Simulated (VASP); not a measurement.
Wanted: the native input for a VASP 6.6.1 run.

```
Task                   : single point
Functional             : PBEsol
Potentials or basis    : VASP PAW PBE potentials, release 64 (P)
Cutoff                 : 520 eV
k mesh                 : 8 × 1 × 6
Occupations            : gaussian, width 0.05 eV
Spin                   : no spin polarisation
Dipole correction      : no
Further INCAR settings : ALGO = Normal; EDIFF = 1e-06; NBANDS = 18
```

The structure of P lies in POSCAR:

```
P
1.0
    3.1529924317      0.0000000000      0.0000000000
    0.0000000000     33.4797572366      0.0000000000
    0.0000000000      0.0000000000      4.4369101505
P
4
Direct
    0.0000000000      0.9696876239      0.5826201324
    0.0000000000      0.0303123761      0.4173798676
    0.5000000000      0.0303123761      0.0826201324
    0.5000000000      0.9696876239      0.9173798676
```

This cell differs from its parent crystal: strain -0.040 along x and y, +0.000 along z.

One way to write it, as run:

INCAR

```
SYSTEM = P
  ALGO = Normal
  EDIFF = 1E-6
  ENCUT = 520
  GGA = PS
  ISIF = 2
  ISMEAR = 0
  LASPH = .TRUE.
  LCHARG = .FALSE.
  LREAL = .FALSE.
  LWAVE = .FALSE.
  NBANDS = 18
  NELM = 100
  PREC = Accurate
  SIGMA = 0.05
```

KPOINTS

```
k-points
0
G
  8 1 6
  0 0 0
```

Potentials or basis: VASP PAW PBE potentials, release 64 (P).

Launch:

```sh
$ cat potpaw_PBE.64/P/POTCAR > POTCAR
$ mpirun -np 1 vasp_std > vasp.out
```

It gave:

```json
{
 "Largest force": "0.860 eV/Å",
 "Band gap on the k mesh": "0.86 eV (least direct gap 0.90 eV)"
}
```

Caveat: the cell differs from its parent crystal (strain -0.040 along x and y, +0.000 along z); the PAW data sets were made with another functional, which shifts forces and pressure a little.

Run time: 7.7 min on 1 thread of Oxide Virtual Turin-like Processor (shared host), peak memory 0.51 GiB.
